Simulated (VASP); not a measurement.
Set up this calculation in VASP 6.6.1, as the native input.

```
Task                   : single point
Functional             : LDA
Potentials or basis    : VASP PAW LDA potentials, release 64 (Al)
Cutoff                 : 520 eV
k mesh                 : 19 × 19 × 19
Occupations            : fermi-dirac, width 0.15 eV
Spin                   : no spin polarisation
Dipole correction      : no
Further INCAR settings : ALGO = Normal; EDIFF = 1e-06; NBANDS = 8
```

The structure of Al lies in POSCAR:

```
Al
1.0
   -1.5946664551      1.5946664551      1.5946664551
    1.5946664551     -1.5946664551      1.5946664551
    1.5946664551      1.5946664551     -1.5946664551
Al
1
Direct
    0.0000000000      0.0000000000      0.0000000000
```

One way to write it, as run:

INCAR

```
SYSTEM = Al
PREC = Accurate
ENCUT = 520
EDIFF = 1E-6
ISMEAR = -1
SIGMA = 0.15
LREAL = .False.
LASPH = .True.
NELM = 100
ALGO = Normal
ISIF = 2
LWAVE = .False.
LCHARG = .False.
GGA = CA
NBANDS = 8
```

KPOINTS

```
regular mesh
0
Gamma
  19 19 19
  0 0 0
```

Potentials or basis: VASP PAW LDA potentials, release 64 (Al).

Command:

```bash
$ cat potpaw_LDA.64/Al/POTCAR > POTCAR
$ mpirun -np 1 vasp_std > vasp.out
```

It gave:

```yaml
Pressure: 0.1 GPa
```

Wall time 10 s on 1 thread of Intel(R) Xeon(R) Platinum 8488C (Sapphire Rapids), on a shared host, peak memory 0.13 GiB.
